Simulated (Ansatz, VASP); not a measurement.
**KCl in VASP and in Ansatz**

Contents of POSCAR:

```
KCl
1.0
    3.7708086043      0.0000000000      0.0000000000
    0.0000000000      3.7708086043      0.0000000000
    0.0000000000      0.0000000000      3.7708086043
K Cl
1 1
Direct
    0.0000000000      0.0000000000      0.0000000000
    0.5000000000      0.5000000000      0.5000000000
```

INCAR.step1

```
  ALGO = Normal
  EDIFF = 1E-5
  ENCUT = 520
  GGA = PE
  ISIF = 2
  ISMEAR = 0
  LASPH = True
  LCHARG = False
  LREAL = False
  LWAVE = True
  NBANDS = 15
  NELM = 100
  PREC = Accurate
  SIGMA = 0.01
```

The input INCAR.step2:

```
  AEXX = 0.5
  ALGO = Normal
  EDIFF = 1E-6
  ENCUT = 520
  GGA = PE
  HFSCREEN = 0.3
  ISIF = 2
  ISMEAR = 0
  ISTART = 1
  LASPH = True
  LCHARG = False
  LHFCALC = True
  LREAL = False
  LWAVE = False
  NBANDS = 15
  NELM = 100
  PREC = Accurate
  PRECFOCK = Normal
  SIGMA = 0.01
```

File KPOINTS:

```
k-points
0
Gamma
  4 4 4
```

Input for Ansatz:

```yaml
crystal:
  lattice:
    - [3.7708086043, 0.0, 0.0]
    - [0.0, 3.7708086043, 0.0]
    - [0.0, 0.0, 3.7708086043]
  atoms:
    - { symbol: K, position: [0.0, 0.0, 0.0] }
    - { symbol: Cl, position: [0.5, 0.5, 0.5] }
kpoints:
  mp_grid: { grid: [4, 4, 4] }
hamiltonian:
  xc: { exchange: pbe, correlation: pbe, exx: { coeff: 0.5, omega: 0.3 } }
scf:
  occupations: { method: fixed }
  n_extra_bands: 4
output:
  forces: true
  stress: true
  eigenvalues: true
```

Alike in both runs: task single point; functional PBE-based screened hybrid with a share of 0.5 of exact exchange and HFSCREEN = 0.3; k mesh 4 × 4 × 4; no spin polarisation.

```csv
,VASP,Ansatz
version,VASP 6.6.1,Ansatz 0.2.0
potentials or method,"VASP PAW PBE potentials, release 64 (K_sv, Cl)",plane waves
plane-wave cutoff (eV),520,420
occupations,"gaussian, width 0.01 eV",fixed
valence electrons in the cell,16,16
```

```csv
,VASP,Ansatz,Ansatz less VASP
gap on the k mesh at the Fermi level (eV),7.25,7.25,+0.005
pressure (GPa),0.2,0.2,-0.03
```

VASP's potentials were made for PBE, not for PBE-based screened hybrid. Ansatz's warnings: stress exchange threshold loose, stress scf threshold loose.
